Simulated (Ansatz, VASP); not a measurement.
Ge in VASP and in Ansatz

INCAR

```
ALGO = Normal
EDIFF = 1E-6
ENCUT = 520
ISIF = 2
ISMEAR = -1
LASPH = T
LCHARG = F
LREAL = F
LWAVE = F
NBANDS = 13
NELM = 60
PREC = Accurate
SIGMA = 0.05
```

The input KPOINTS:

```
k-points
0
Gamma
  12 12 12
```

Contents of POSCAR:

```
Ge
1.0
   -1.6084200000      1.6084200000      1.8731800000
    1.6084200000     -1.6084200000      1.8731800000
    1.6084200000      1.6084200000     -1.8731800000
Ge
1
Direct
    0.5000000000      0.5000000000      0.0000000000
```

Contents of input.yaml:

```yaml
crystal:
  lattice:
    - [-1.60842, 1.60842, 1.87318]
    - [1.60842, -1.60842, 1.87318]
    - [1.60842, 1.60842, -1.87318]
  atoms:
    - { symbol: Ge, position: [0.5, 0.5, 0.0] }
hamiltonian:
  xc: lda
  pseudopotentials: { kind: paw }
kpoints:
  mp_grid: { grid: [12, 12, 12] }
  band_path:
    path:
      - [[0.0, 0.0, 0.0], [0.0, 0.0, 0.5], [-0.3686463256, 0.3686463256, 0.5], [-0.4343231628, 0.4343231628, 0.4343231628], [0.0, 0.0, 0.0], [0.5, 0.5, -0.5], [0.4343231628, 0.5656768372, -0.4343231628], [0.0, 0.5, 0.0], [0.25, 0.25, 0.25], [0.5, 0.5, -0.3686463256], [0.5, 0.5, -0.5]]
      - [[0.0, 0.0, 0.5], [0.25, 0.25, 0.25]]
    npoints: 14
scf:
  occupations: { method: fermi_dirac, width: 0.05 }
  n_extra_bands: 6
output:
  forces: true
  stress: true
  eigenvalues: true
  fatbands: true
  write_density: true
  write_potential: true
  elf: true
  volumetric_format: npy
```

Alike in both runs: functional LDA; k mesh 12 × 12 × 12; occupations fermi-dirac, width 0.05 eV; no spin polarisation.

```csv
,VASP,Ansatz
version,VASP 6.6.1,Ansatz 0.2.0
potentials or method,"VASP PAW LDA potentials, release 64 (Ge_d)",Ansatz PAW
plane-wave cutoff (eV),520,420
valence electrons in the cell,14,14
task,single point,band structure
```

```tsv
	VASP	Ansatz	Ansatz less VASP
gap on the k mesh at the Fermi level (eV)	none	none	-
pressure (GPa)	-4.3	-4.3	+0.06
traceless stress, the component that is largest in VASP (GPa)	0.48	0.50	+0.023
```

LDA's correlation is that of Perdew and Zunger in VASP and of Perdew and Wang (1992) in Ansatz. A gap of «none» marks a metal or a gap that the smearing closes.
